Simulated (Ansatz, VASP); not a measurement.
One calculation of InSb3, two programs

POSCAR

```
InSb3
1.0
    0.0000000000      3.7864725978      3.7864725978
    3.7864725978      0.0000000000      3.7864725978
    3.7864725978      3.7864725978      0.0000000000
In Sb
1 3
Direct
    0.0000000000      0.0000000000      0.0000000000
    0.2500000000      0.2500000000      0.2500000000
    0.7500000000      0.7500000000      0.7500000000
    0.5000000000      0.5000000000      0.5000000000
```

The input INCAR.step1:

```
SYSTEM = InSb3
PREC     = Accurate       ! precision mode
ENCUT    = 520            ! plane-wave cutoff, eV
ISMEAR   = 0              ! smearing method
SIGMA    = 0.1            ! smearing width, eV
LREAL    = .False.        ! projectors in reciprocal space
LASPH    = .True.         ! aspherical terms in the spheres
NELM     = 100            ! most SCF steps
NBANDS   = 22             ! bands
GGA      = PE             ! functional
ALGO     = Normal         ! electronic algorithm
EDIFF    = 1E-4           ! SCF threshold, eV
LWAVE    = .True.         ! write WAVECAR
LCHARG   = .False.        ! write CHGCAR
```

Contents of INCAR.step2:

```
SYSTEM = InSb3
PREC     = Accurate       ! precision mode
ENCUT    = 520            ! plane-wave cutoff, eV
EDIFF    = 1E-7           ! SCF threshold, eV
ISMEAR   = 0              ! smearing method
SIGMA    = 0.1            ! smearing width, eV
LREAL    = .False.        ! projectors in reciprocal space
LASPH    = .True.         ! aspherical terms in the spheres
NELM     = 100            ! most SCF steps
ALGO     = Normal         ! electronic algorithm
ISIF     = 2              ! what is computed and relaxed
LWAVE    = .False.        ! write WAVECAR
LCHARG   = .False.        ! write CHGCAR
METAGGA  = R2SCAN         ! meta-GGA
LMIXTAU  = .True.       
NBANDS   = 22             ! bands
ISTART   = 1
```

File KPOINTS:

```
regular mesh
0
Gamma
  10 10 10
  0 0 0
```

Input for Ansatz:

```yaml
crystal:
  lattice:
    - [0.0, 3.7864725978, 3.7864725978]
    - [3.7864725978, 0.0, 3.7864725978]
    - [3.7864725978, 3.7864725978, 0.0]
  atoms:
    - { symbol: In, position: [0.0, 0.0, 0.0] }
    - { symbol: Sb, position: [0.25, 0.25, 0.25] }
    - { symbol: Sb, position: [0.75, 0.75, 0.75] }
    - { symbol: Sb, position: [0.5, 0.5, 0.5] }
basis:
  ecutwfc: 500
kpoints:
  mp_grid: { grid: [10, 10, 10] }
hamiltonian:
  xc: r2scan
scf:
  occupations: { method: gaussian, width: 0.1 }
output:
  forces: true
  stress: true
  eigenvalues: true
```

Alike in both runs: task single point; functional r2SCAN; k mesh 10 × 10 × 10; occupations gaussian, width 0.1 eV; no spin polarisation.

|  | VASP | Ansatz |
| --- | --- | --- |
| version | VASP 6.6.1 | Ansatz 0.2.0 |
| potentials or method | VASP PAW PBE potentials, release 64 (In_d, Sb), cutoff 520 eV | scalar-relativistic, plane waves, PAW |
| valence electrons in the cell | 28 | 58 |

|  | VASP | Ansatz | Ansatz less VASP |
| --- | --- | --- | --- |
| gap on the k mesh at the Fermi level (eV) | none | none | - |
| pressure (GPa) | -0.7 | -0.6 | +0.03 |

VASP's potentials were made for PBE, not for r2SCAN. A gap of «none» marks a metal or a gap that the smearing closes. VASP's potentials hold 28 valence electrons a cell and Ansatz's 58, so a difference there can come from the potentials and not from the codes.

Neither program's run includes spin-orbit coupling.
